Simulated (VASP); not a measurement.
# SiO2 (P4_2/mnm) in VASP: notebook, part 2 of 2

VASP 6.6.1. The steps go on from the part before.

## Step 3: Dielectric tensor, PBE

This run uses another cell than the first one, of 7.79 Å³/atom, 0.992 times its volume.

File INCAR:

```
SYSTEM = SiO2
  PREC = Accurate
  ENCUT = 520
  EDIFF = 1E-8
  ISMEAR = 0
  SIGMA = 0.01
  LREAL = .FALSE.
  LASPH = .TRUE.
  NELM = 100
  ALGO = Normal
  ISIF = 2
  LWAVE = .FALSE.
  LCHARG = .FALSE.
  GGA = PE
  LEPSILON = .TRUE.
```

File KPOINTS:

```
Automatic mesh
0
G
  6 6 8
  0 0 0
```

File POSCAR:

```
SiO2
1.0
    4.1851888049      0.0000000000      0.0000000000
    0.0000000000      4.1851888049      0.0000000000
    0.0000000000      0.0000000000      2.6688398925
Si O
2 4
Direct
    0.0000000000      0.0000000000      0.0000000000
    0.5000000000      0.5000000000      0.5000000000
    0.3061010091      0.3061010091      0.0000000000
    0.1938989909      0.8061010091      0.5000000000
    0.8061010091      0.1938989909      0.5000000000
    0.6938989909      0.6938989909      0.0000000000
```

Potentials or basis: VASP PAW PBE potentials, release 64 (Si, O).

Command:

```
$ cat potpaw_PBE.64/Si/POTCAR potpaw_PBE.64/O/POTCAR > POTCAR
$ mpirun -np 1 vasp_std > vasp.out
```

OUTCAR:

```text
SYSTEM = SiO2
   PREC = Accurate
   ENCUT = 520
   EDIFF = 1E-8
   ISMEAR = 0
   LREAL = .FALSE.
   LASPH = .TRUE.
   NELM = 100
   ISIF = 2
   GGA = PE
   LEPSILON = .TRUE.

 ion  position               nearest neighbor table
   1  0.000  0.000  0.000-   4 1.76   5 1.76   4 1.76   5 1.76   3 1.81   6 1.81
   2  0.500  0.500  0.500-   3 1.76   6 1.76   3 1.76   6 1.76   5 1.81   4 1.81
   3  0.306  0.306  0.000-   2 1.76   2 1.76   1 1.81
   4  0.194  0.806  0.500-   1 1.76   1 1.76   2 1.81
   5  0.806  0.194  0.500-   1 1.76   1 1.76   2 1.81
   6  0.694  0.694  0.000-   2 1.76   2 1.76   1 1.81

  LATTYP: Found a simple tetragonal cell.
 ALAT       =     4.1851888049
 C/A-ratio  =     0.6376868564

  Lattice vectors:

 A1 = (   4.1851888049,   0.0000000000,   0.0000000000)
 A2 = (   0.0000000000,   4.1851888049,   0.0000000000)
 A3 = (   0.0000000000,   0.0000000000,   2.6688398925)

Analysis of symmetry for initial positions (statically):
=====================================================================
 Subroutine PRICEL returns:
 Original cell was already a primitive cell.

 Routine SETGRP: Setting up the symmetry group for a
 simple tetragonal supercell.

 Subroutine GETGRP returns: Found 16 space group operations
 (whereof  8 operations were pure point group operations)
 out of a pool of 16 trial point group operations.

The static configuration has the point symmetry D_2h.
 The point group associated with its full space group is D_4h.

Analysis of symmetry for dynamics (positions and initial velocities):
=====================================================================
 Subroutine PRICEL returns:
 Original cell was already a primitive cell.

 Routine SETGRP: Setting up the symmetry group for a
 simple tetragonal supercell.

 Subroutine GETGRP returns: Found 16 space group operations
 (whereof  8 operations were pure point group operations)
 out of a pool of 16 trial point group operations.

The dynamic configuration has the point symmetry D_2h.
 The point group associated with its full space group is D_4h.

 Subroutine INISYM returns: Found 16 space group operations
 (whereof  8 operations are pure point group operations),
 and found     1 'primitive' translations

----------------------------------------------------------------------------------------

                                     Primitive cell

  volume of cell :      46.7469

  direct lattice vectors                    reciprocal lattice vectors
     4.185188805  0.000000000  0.000000000     0.238937846  0.000000000  0.000000000
     0.000000000  4.185188805  0.000000000     0.000000000  0.238937846  0.000000000
     0.000000000  0.000000000  2.668839892     0.000000000  0.000000000  0.374694639

[... 699 lines left out ...]
  Total        2.6630824      2.6630824      3.2100842     -0.0000000      0.0000000      0.0000000
  in kB       91.2730487     91.2730487    110.0206946     -0.0000000      0.0000000      0.0000000
  external PRESSURE =      97.5222640 kB  Pullay stress =       0.0000000 kB

 VOLUME and BASIS-vectors are now :
 -----------------------------------------------------------------------------
  energy-cutoff  :      520.00
  volume of cell :       46.75
      direct lattice vectors                 reciprocal lattice vectors
     4.185188805  0.000000000  0.000000000     0.238937846  0.000000000  0.000000000
     0.000000000  4.185188805  0.000000000     0.000000000  0.238937846  0.000000000
     0.000000000  0.000000000  2.668839892     0.000000000  0.000000000  0.374694639

 POSITION                                       TOTAL-FORCE (eV/Angst)
 -----------------------------------------------------------------------------------
      0.00000      0.00000      0.00000        -0.000000      0.000000      0.000000
      2.09259      2.09259      1.33442        -0.000000      0.000000      0.000000
      1.28109      1.28109      0.00000        -0.070925     -0.070925      0.000000
      0.81150      3.37368      1.33442         0.070925     -0.070925      0.000000
      3.37368      0.81150      1.33442        -0.070925      0.070925      0.000000
      2.90410      2.90410      0.00000         0.070925      0.070925      0.000000
 -----------------------------------------------------------------------------------
    total drift:                                0.000000      0.000000      0.000000

  FREE ENERGIE OF THE ION-ELECTRON SYSTEM (eV)
  ---------------------------------------------------
  free  energy   TOTEN  =       -46.2698369708 eV

  energy  without entropy=      -46.2698369708  energy(sigma->0) =      -46.26983697

 HEAD OF MICROSCOPIC STATIC DIELECTRIC TENSOR (INDEPENDENT PARTICLE, excluding Hartree and local field effects)
 ------------------------------------------------------
           3.426543     0.000000     0.000000
           0.000000     3.426543     0.000000
           0.000000     0.000000     3.636790
 ------------------------------------------------------

 Free energy of the ion-electron system (eV)
  ---------------------------------------------------
  ---------------------------------------------------
  free energy    TOTEN  =        -0.33044474 eV

  energy without entropy =       -0.33044474

------------------------ aborting loop because EDIFF is reached ----------------------------------------

--------------------------------------- Ionic step        2  -------------------------------------------

------------------------ aborting loop because EDIFF is reached ----------------------------------------

--------------------------------------- Ionic step        3  -------------------------------------------

 Free energy of the ion-electron system (eV)
  ---------------------------------------------------
  ---------------------------------------------------
  free energy    TOTEN  =        -0.35518280 eV

  energy without entropy =       -0.35518280

------------------------ aborting loop because EDIFF is reached ----------------------------------------

 PIEZOELECTRIC TENSOR FIELD DIRECTION 3  (e Angst)
 -----------------------------------------------------------------------------
    -0.00042 -0.00000  0.00000           ( -0.00003 -0.00000  0.00000)
    -0.00000 -0.00042  0.00000           ( -0.00000 -0.00003  0.00000)
     0.00000  0.00000 -0.00060           (  0.00000  0.00000 -0.00010)

 PIEZOELECTRIC TENSOR FIELD DIRECTION 3  (C/m^2)
 -----------------------------------------------------------------------------
    -0.00014 -0.00000  0.00000
    -0.00000 -0.00014  0.00000
     0.00000  0.00000 -0.00021

 MACROSCOPIC STATIC DIELECTRIC TENSOR (including local field effects in DFT)
 ------------------------------------------------------
           3.361215     0.000000     0.000000
           0.000000     3.361215     0.000000
           0.000000     0.000000     3.534115
 ------------------------------------------------------

 PIEZOELECTRIC TENSOR (including local field effects)  for field in x, y, z        (e  Angst)
          XX          YY          ZZ          XY          YZ          ZX
  --------------------------------------------------------------------------------
  x     0.00000     0.00000     0.00000     0.00000     0.00000     0.00000
  y     0.00000     0.00000     0.00000     0.00000     0.00000     0.00000
  z     0.00000     0.00000     0.00000     0.00000     0.00000     0.00000

 PIEZOELECTRIC TENSOR (including local field effects)  for field in x, y, z        (C/m^2)
          XX          YY          ZZ          XY          YZ          ZX
  --------------------------------------------------------------------------------
  x     0.00000     0.00000     0.00000     0.00000     0.00000     0.00000
  y     0.00000     0.00000     0.00000     0.00000     0.00000     0.00000
  z     0.00000     0.00000     0.00000     0.00000     0.00000     0.00000

 BORN EFFECTIVE CHARGES (including local field effects) (in |e|, cummulative output)
 ---------------------------------------------------------------------------------
 ion    1
    1     3.80350     0.38165     0.00000
    2     0.38165     3.80350     0.00000
    3     0.00000     0.00000     4.04306
 ion    2
    1     3.80350    -0.38165     0.00000
    2    -0.38165     3.80350     0.00000
    3     0.00000     0.00000     4.04306
 ion    3
    1    -1.90175    -0.56925     0.00000
    2    -0.56925    -1.90175     0.00000
    3     0.00000     0.00000    -2.02153
 ion    4
    1    -1.90175     0.56925     0.00000
    2     0.56925    -1.90175     0.00000
    3     0.00000     0.00000    -2.02153
 ion    5
    1    -1.90175     0.56925     0.00000
    2     0.56925    -1.90175     0.00000
    3     0.00000     0.00000    -2.02153
 ion    6
    1    -1.90175    -0.56925     0.00000
    2    -0.56925    -1.90175     0.00000
    3     0.00000     0.00000    -2.02153
```

Wall time 4.7 min (1 thread of Intel Xeon 6975P-C, shared host); peak memory 0.32 GiB.

What came out:

```yaml
Band_gap_on_the_k_mesh: 5.54 eV, direct
Electronic_dielectric_tensor_diagonal: 3.36, 3.36, 3.53
Born_charges_mean_of_the_diagonal: Si +3.88; O -1.94 e
```

Electronic dielectric tensor:
```
3.36 0.00 0.00
0.00 3.36 0.00
0.00 0.00 3.53
```

Born effective charge tensors (e):
atom 1, Si
```
3.80 0.38 0.00
0.38 3.80 0.00
0.00 0.00 4.04
```
atom 2, Si
```
 3.80 -0.38  0.00
-0.38  3.80  0.00
 0.00  0.00  4.04
```
atom 3, O
```
-1.90 -0.57  0.00
-0.57 -1.90  0.00
 0.00  0.00 -2.02
```
atom 4, O
```
-1.90  0.57  0.00
 0.57 -1.90  0.00
 0.00  0.00 -2.02
```
atom 5, O
```
-1.90  0.57  0.00
 0.57 -1.90  0.00
 0.00  0.00 -2.02
```
atom 6, O
```
-1.90 -0.57  0.00
-0.57 -1.90  0.00
 0.00  0.00 -2.02
```

A k mesh can miss the band edges. Expect the measured gap to be larger: semilocal functionals such as PBE lack the derivative discontinuity.
